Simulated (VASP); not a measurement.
Set up this calculation in VASP 6.6.1, as the native input.

| Item | Value |
| --- | --- |
| Task | single point |
| Functional | PBEsol |
| Potentials or basis | VASP PAW PBE potentials, release 64 (Cl, Li_sv) |
| Cutoff | 520 eV |
| k mesh | 9 × 9 × 9 |
| Occupations | fermi-dirac, width 0.05 eV |
| Spin | no spin polarisation |
| Dipole correction | no |
| Further INCAR settings | ALGO = Normal; EDIFF = 1e-06; NBANDS = 12 |

The structure of LiCl lies in POSCAR:

```
LiCl
1.0
    0.0000000000      2.5475562599      2.5475562599
    2.5475562599      0.0000000000      2.5475562599
    2.5475562599      2.5475562599      0.0000000000
Cl Li
1 1
Direct
    0.5000000000      0.5000000000      0.5000000000
    0.0000000000      0.0000000000      0.0000000000
```

One way to write it, as run:

INCAR

```
SYSTEM = LiCl
PREC = Accurate ; ENCUT = 520
EDIFF = 1E-6 ; ISMEAR = -1
SIGMA = 0.05 ; LREAL = .FALSE.
LASPH = .TRUE. ; NELM = 60
ALGO = Normal ; ISIF = 2
LWAVE = .FALSE. ; LCHARG = .TRUE.
GGA = PS ; LELF = .TRUE.
LVHAR = .TRUE. ; NBANDS = 12
```

KPOINTS

```
Automatic mesh
0
G
  9 9 9
  0 0 0
```

Potentials or basis: VASP PAW PBE potentials, release 64 (Cl, Li_sv).

Launch:

```bash
$ cat potpaw_PBE.64/Cl/POTCAR potpaw_PBE.64/Li_sv/POTCAR > POTCAR
$ mpirun -np 1 vasp_std > vasp.out
```

Results of the run:

The band gap on the k mesh is 6.25 eV.

Caveat: an odd mesh through Γ misses points on the zone boundary, where band edges can lie.

Wall time 12 s on 1 thread of Intel(R) Xeon(R) Platinum 8488C (Sapphire Rapids) (shared host), peak memory 0.15 GiB.
